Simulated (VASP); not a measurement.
# NiGe (vib) (Pnma) in VASP: notebook

Runs on NiGe (vib). Level: LDA. Tasks: single point.

Program: VASP 6.6.1. These are calculated values, not measurements. Logs are shortened: lines on timing, memory, paths and dates and some standing lists are left out, and cuts for length are marked.

## 1. The cell of the first run

It takes space group Pnma (No. 62, orthorhombic). The conventional cell has a = 5.284 Å, b = 3.395 Å, c = 5.680 Å, α = 90.00°, β = 90.00°, γ = 90.00°. Ni (site symmetry m) has 6 Ge at 2.30 to 2.46 Å and 4 Ni at 2.73 to 2.74 Å within 3.0 Å. Ge (site symmetry m) has 6 Ni at 2.30 to 2.46 Å and 2 Ge at 2.81 Å within 3.0 Å.

## 2. Single point, LDA

INCAR

```
PREC = Accurate
ENCUT = 600
EDIFF = 1E-6
ISMEAR = 0
SIGMA = 0.1
LREAL = F
LASPH = T
NELM = 120
ALGO = Normal
ISIF = 2
LWAVE = F
LCHARG = T
GGA = CA
LELF = T
LVHAR = T
NBANDS = 58
GGA_COMPAT = F
```

KPOINTS

```
Automatic mesh
0
Gamma
  6 8 6
```

POSCAR

```
NiGe
1.0
    5.2837881973      0.0000000000      0.0000000000
    0.0000000000      3.3946230049      0.0000000000
    0.0000000000      0.0000000000      5.6797101968
Ni Ge
4 4
Direct
    0.5068932275      0.2500000000      0.6894068008
    0.4931067725      0.7500000000      0.3105931992
    0.0068932275      0.2500000000      0.8105931992
    0.9931067725      0.7500000000      0.1894068008
    0.6899213199      0.2500000000      0.0877942982
    0.3100786801      0.7500000000      0.9122057018
    0.1899213199      0.2500000000      0.4122057018
    0.8100786801      0.7500000000      0.5877942982
```

Potentials or basis: VASP PAW LDA potentials, release 64 (Ni, Ge_d).

Launch:

```sh
$ cat potpaw_LDA.64/Ni/POTCAR potpaw_LDA.64/Ge_d/POTCAR > POTCAR
$ mpirun -np 1 vasp_std > vasp.out
```

OUTCAR:

```text
PREC = Accurate
   ENCUT = 600
   EDIFF = 1E-6
   ISMEAR = 0
   LREAL = F
   LASPH = T
   NELM = 120
   ISIF = 2
   GGA = CA

 ion  position               nearest neighbor table
   1  0.507  0.250  0.689-   7 2.30   6 2.36   6 2.36   8 2.40   8 2.40   5 2.46   3 2.73   3 2.73
                             2 2.74   2 2.74
   2  0.493  0.750  0.311-   8 2.30   5 2.36   5 2.36   7 2.40   7 2.40   6 2.46   4 2.73   4 2.73
                             1 2.74   1 2.74
   3  0.007  0.250  0.811-   5 2.30   8 2.36   8 2.36   6 2.40   6 2.40   7 2.46   1 2.73   1 2.73
                             4 2.74   4 2.74
   4  0.993  0.750  0.189-   6 2.30   7 2.36   7 2.36   5 2.40   5 2.40   8 2.46   2 2.73   2 2.73
                             3 2.74   3 2.74
   5  0.690  0.250  0.088-   3 2.30   2 2.36   2 2.36   4 2.40   4 2.40   1 2.46   6 2.81   6 2.81

   6  0.310  0.750  0.912-   4 2.30   1 2.36   1 2.36   3 2.40   3 2.40   2 2.46   5 2.81   5 2.81

   7  0.190  0.250  0.412-   1 2.30   4 2.36   4 2.36   2 2.40   2 2.40   3 2.46   8 2.81   8 2.81

   8  0.810  0.750  0.588-   2 2.30   3 2.36   3 2.36   1 2.40   1 2.40   4 2.46   7 2.81   7 2.81

  LATTYP: Found a simple orthorhombic cell.
 ALAT       =     3.3946230049
 B/A-ratio  =     1.5565169357
 C/A-ratio  =     1.6731490326

  Lattice vectors:

 A1 = (   0.0000000000,  -3.3946230049,   0.0000000000)
 A2 = (   5.2837881973,   0.0000000000,   0.0000000000)
 A3 = (   0.0000000000,   0.0000000000,   5.6797101968)

Analysis of symmetry for initial positions (statically):
=====================================================================
 Subroutine PRICEL returns:
 Original cell was already a primitive cell.

 Routine SETGRP: Setting up the symmetry group for a
 simple orthorhombic supercell.

 Subroutine GETGRP returns: Found  8 space group operations
 (whereof  2 operations were pure point group operations)
 out of a pool of  8 trial point group operations.

The static configuration has the point symmetry S_2 .
 The point group associated with its full space group is D_2h.

Analysis of symmetry for dynamics (positions and initial velocities):
=====================================================================
 Subroutine PRICEL returns:
 Original cell was already a primitive cell.

 Routine SETGRP: Setting up the symmetry group for a
 simple orthorhombic supercell.

 Subroutine GETGRP returns: Found  8 space group operations
 (whereof  2 operations were pure point group operations)
 out of a pool of  8 trial point group operations.

The dynamic configuration has the point symmetry S_2 .
 The point group associated with its full space group is D_2h.

 Subroutine INISYM returns: Found  8 space group operations
 (whereof  2 operations are pure point group operations),
 and found     1 'primitive' translations

----------------------------------------------------------------------------------------

                                     Primitive cell

  volume of cell :     101.8739

  direct lattice vectors                    reciprocal lattice vectors
     5.283788197  0.000000000  0.000000000     0.189258154  0.000000000  0.000000000
     0.000000000  3.394623005  0.000000000     0.000000000  0.294583522  0.000000000
     0.000000000  0.000000000  5.679710197     0.000000000  0.000000000  0.176065321

  length of vectors
     5.283788197  3.394623005  5.679710197     0.189258154  0.294583522  0.176065321

  position of ions in fractional coordinates (direct lattice)
     0.506893228  0.250000000  0.689406801
     0.493106772  0.750000000  0.310593199
     0.006893228  0.250000000  0.810593199
     0.993106772  0.750000000  0.189406801
     0.689921320  0.250000000  0.087794298
     0.310078680  0.750000000  0.912205702
     0.189921320  0.250000000  0.412205702
     0.810078680  0.750000000  0.587794298

  ion indices of the primitive-cell ions
   primitive index   ion index
                 1           1
                 2           2
                 3           3
                 4           4
                 5           5
                 6           6
                 7           7
                 8           8

----------------------------------------------------------------------------------------

 KPOINTS: Automatic mesh

Automatic generation of k-mesh.
 Grid dimensions read from file:
 generate k-points for:    6    8    6

 Generating k-lattice:

  Cartesian coordinates                     Fractional coordinates (reciprocal lattice)
     0.031543026  0.000000000  0.000000000     0.166666667  0.000000000  0.000000000
     0.000000000  0.036822940  0.000000000     0.000000000  0.125000000  0.000000000
     0.000000000  0.000000000  0.029344220     0.000000000  0.000000000  0.166666667

  Length of vectors
     0.031543026  0.036822940  0.029344220

  Shift w.r.t. Gamma in fractional coordinates (k-lattice)
     0.000000000  0.000000000  0.000000000

 Subroutine IBZKPT returns following result:
 ===========================================

 Found     80 irreducible k-points:

 Following reciprocal coordinates:
            Coordinates               Weight
  0.000000  0.000000  0.000000      1.000000
  0.166667  0.000000  0.000000      2.000000
  0.333333  0.000000  0.000000      2.000000
  0.500000  0.000000  0.000000      1.000000
  0.000000  0.125000  0.000000      2.000000
  0.166667  0.125000  0.000000      4.000000
[... 16 lines left out ...]
  0.333333  0.000000  0.166667      4.000000
  0.500000  0.000000  0.166667      2.000000
 [... further k-points ...]
   k-points           NKPTS =     80   k-points in BZ     NKDIM =     80   number of bands    NBANDS=     58
   number of dos      NEDOS =    301   number of ions     NIONS =      8
   total plane-waves  NPLWV =  56448
   dimension x,y,z NGX =    42 NGY =   28 NGZ =   48
   dimension x,y,z NGXF=    84 NGYF=   56 NGZF=   96
   ions per type =               4   4
   NGX,Y,Z   is equivalent  to a cutoff of  13.21, 13.71, 14.05 a.u.
   NGXF,Y,Z  is equivalent  to a cutoff of  26.43, 27.43, 28.10 a.u.
 SYSTEM =  unknown system
   PREC   = accura    normal or accurate (medium, high low for compatibility)
   ISTART =      0    job   : 0-new  1-cont  2-samecut
   ICHARG =      2    charge: 1-file 2-atom 10-const
   ISPIN  =      1    spin polarized calculation?
   LNONCOLLINEAR =      F non collinear calculations
   LSORBIT =      F    spin-orbit coupling
   LASPH  =      T    aspherical Exc in radial PAW
   ENCUT  =  600.0 eV  44.10 Ry    6.64 a.u.  10.55  6.78 11.34*2*pi/ulx,y,z
   NELM   =    120;   NELMIN=  2; NELMDL= -5     # of ELM steps
   EDIFF  = 0.1E-05   stopping-criterion for ELM
   LREAL  =      F    real-space projection
   EDIFFG = 0.1E-04   stopping-criterion for IOM
   NSW    =      0    number of steps for IOM
   IBRION =     -1    ionic relax: 0-MD 1-quasi-New 2-CG
   NFREE  =      0    steps in history (QN), initial steepest desc. (CG)
   ISIF   =      2    stress and relaxation
   ISYM   =      2    0-nonsym 1-usesym 2-fastsym
   POTIM  = 0.5000    time-step for ionic-motion
   TEBEG  =    0.0;   TEEND  =   0.0 temperature during run
   PSTRESS=    0.0 pullay stress
   NELECT =      96.0000    total number of electrons
   NUPDOWN=      -1.0000    fix difference up-down
   EMIN   =  10.00;   EMAX   =-10.00  energy-range for DOS
   EFERMI =   0.00;   METHOD = LEGACY
   ISMEAR =     0;   SIGMA  =   0.10  broadening in eV -4-tet -1-fermi 0-gaus
   EFERMI_NEDOS =   21; number of points for ismear=-14 and -15
   IALGO  =     38    algorithm
   IMIX   =      4    mixing-type and parameters
     AMIX     =   0.40;   BMIX     =  1.00
     AMIX_MAG =   1.60;   BMIX_MAG =  1.00
  volume/ion in A,a.u.               =      12.73        85.93
  Fermi-wavevector in a.u.,A,eV,Ry     =   1.605009  3.033028 35.049351  2.576055
  Thomas-Fermi vector in A             =   2.701423
   LORBIT       =      0    0 simple, 1 ext, 2 COOP (PROOUT), +10 PAW based schemes
   GGA     = CA    functional components
   LHFCALC =     F    Hartree Fock is set to
   AEXX    =    0.0000 exact exchange contribution
   IVDW    =     0    specifies the selected vdW correction
   LEPSILON=     F    determine dielectric tensor
   LRPA    =     F    only Hartree local field effects (RPA)
 non-spin polarized calculation
 Gauss-broadening in eV      SIGMA  =   0.10
  energy-cutoff  :      600.00
  volume of cell :      101.87
 maximum number of plane-waves:      3423
   NGX = 21   NGY = 13   NGZ = 23

 number of electron      96.0000024 magnetization

 Free energy of the ion-electron system (eV)
  ---------------------------------------------------
  ext. energy  EPLUGINS =         0.00000000
  ---------------------------------------------------
  free energy    TOTEN  =       -50.24971954 eV

  energy without entropy =      -50.24219592  energy(sigma->0) =      -50.24595773

 E-fermi :   9.3214     XC(G=0): -13.1445

 val. band max:        9.2965946127   @ k =   0.3333   0.2500   0.1667
 cond. band min:       9.3360258369   @ k =   0.3333   0.2500   0.0000
 fundamental gap:      0.0394312242
 Fermi energy:         9.3214185813

 k-point     1 :       0.0000    0.0000    0.0000
  band No.  band energies     occupation
      1     -15.4734      2.00000
      2     -15.4586      2.00000
      3     -15.4503      2.00000
      4     -15.4491      2.00000
      5     -15.4317      2.00000
      6     -15.4093      2.00000
[... 50 lines left out ...]
     57      16.1955      0.00000
     58      16.2516      0.00000

 k-point     2 :       0.1667    0.0000    0.0000
  band No.  band energies     occupation
      1     -15.4722      2.00000
      2     -15.4594      2.00000
      3     -15.4493      2.00000
      4     -15.4479      2.00000
      5     -15.4317      2.00000
      6     -15.4121      2.00000
[... 50 lines left out ...]
     57      15.6147      0.00000
     58      16.0419      0.00000

 k-point     3 :       0.3333    0.0000    0.0000
  band No.  band energies     occupation
      1     -15.4691      2.00000
      2     -15.4618      2.00000
      3     -15.4465      2.00000
      4     -15.4454      2.00000
      5     -15.4312      2.00000
      6     -15.4200      2.00000
[... 1216 lines left out ...]
      3     -15.4482      2.00000
      4     -15.4447      2.00000
      5     -15.4301      2.00000
      6     -15.4205      2.00000
[... 50 lines left out ...]
     57      15.4519      0.00000
     58      15.7289      0.00000

 k-point    24 :       0.5000    0.0000    0.1667
  band No.  band energies     occupation
      1     -15.4649      2.00000
      2     -15.4649      2.00000
      3     -15.4454      2.00000
      4     -15.4454      2.00000
      5     -15.4268      2.00000
      6     -15.4268      2.00000
[... 50 lines left out ...]
     57      15.4308      0.00000
     58      15.4308      0.00000

 [... further k-points ...]
[... 5 lines left out ...]
  --------------------------------------------------------------------------------------
  -------------------------------------------------------------------------------------
  Total        0.2360420      0.1491278      0.2014670      0.0000000      0.0000000      0.0000000
  in kB        3.7122456      2.3453409      3.1684829      0.0000000      0.0000000      0.0000000
  external PRESSURE =       3.0753565 kB  Pullay stress =       0.0000000 kB

 VOLUME and BASIS-vectors are now :
 -----------------------------------------------------------------------------
  energy-cutoff  :      600.00
  volume of cell :      101.87
      direct lattice vectors                 reciprocal lattice vectors
     5.283788197  0.000000000  0.000000000     0.189258154  0.000000000  0.000000000
     0.000000000  3.394623005  0.000000000     0.000000000  0.294583522  0.000000000
     0.000000000  0.000000000  5.679710197     0.000000000  0.000000000  0.176065321

 POSITION                                       TOTAL-FORCE (eV/Angst)
 -----------------------------------------------------------------------------------
      2.67832      0.84866      3.91563         0.014469     -0.000000     -0.004765
      2.60547      2.54597      1.76408        -0.014469      0.000000      0.004765
      0.03642      0.84866      4.60393         0.014469      0.000000      0.004765
      5.24737      2.54597      1.07578        -0.014469      0.000000     -0.004765
      3.64540      0.84866      0.49865        -0.002228      0.000000      0.003144
      1.63839      2.54597      5.18106         0.002228      0.000000     -0.003144
      1.00350      0.84866      2.34121        -0.002228     -0.000000     -0.003144
      4.28028      2.54597      3.33850         0.002228      0.000000      0.003144
 -----------------------------------------------------------------------------------
    total drift:                                0.000000     -0.000000      0.000000

  FREE ENERGIE OF THE ION-ELECTRON SYSTEM (eV)
  ---------------------------------------------------
  free  energy   TOTEN  =       -50.2497195394 eV

  energy  without entropy=      -50.2421959231  energy(sigma->0) =      -50.24595773
```

Wall time 3.8 min (1 thread of Intel Xeon 6975P-C (Granite Rapids), shared host); peak memory 0.5 GiB.

Results:

| Quantity | Value |
| --- | --- |
| Free energy | -50.2497 eV |
| Pressure | 0.3 GPa |
| Largest force | 0.015 eV/Å |
| Band gap on the k mesh | zero (band 48 reaches 10.20 eV, above the bottom of band 49 at 8.64 eV) |

Forces in eV/Å, atoms in the order of the input:
```
Ni   0.014  0.000 -0.005
Ni  -0.014  0.000  0.005
Ni   0.014  0.000  0.005
Ni  -0.014  0.000 -0.005
Ge  -0.002  0.000  0.003
Ge   0.002  0.000 -0.003
Ge  -0.002  0.000 -0.003
Ge   0.002  0.000  0.003
```

Levels at points of the mesh, in eV from the Fermi level:
```csv
k point,band 44,band 45,band 46,band 47,band 48,band 49,band 50,band 51,band 52,band 53
"(0.00, 0.00, 0.00)",-1.85,-1.73,-1.13,-0.92,-0.90,0.77,0.86,4.15,4.29,4.61
"(0.50, 0.00, 0.00)",-1.80,-1.69,-1.69,0.77,0.77,1.58,1.58,3.36,3.36,4.70
"(0.00, 0.50, 0.00)",-1.83,-1.70,-1.70,-1.31,-1.31,-0.54,-0.54,2.13,2.13,2.33
"(0.50, 0.50, 0.00)",-1.86,-1.48,-1.48,-1.48,-1.48,0.38,0.38,0.38,0.38,4.31
"(0.00, 0.00, 0.50)",-1.89,-1.32,-1.32,-0.17,-0.17,1.20,1.20,2.84,2.84,4.59
"(0.50, 0.00, 0.50)",-1.89,-0.94,-0.94,0.72,0.72,2.69,2.69,2.72,2.72,2.77
"(0.00, 0.50, 0.50)",-1.79,-1.74,-1.74,-1.61,-1.61,0.44,0.44,0.80,0.80,2.32
"(0.50, 0.50, 0.50)",-1.94,-1.66,-1.66,-1.66,-1.66,2.65,2.65,2.65,2.65,3.45
```

Spin polarisation is off, so any magnetic state and its effect on volume and gap are missing.

(Continued in part 2 of 2.)
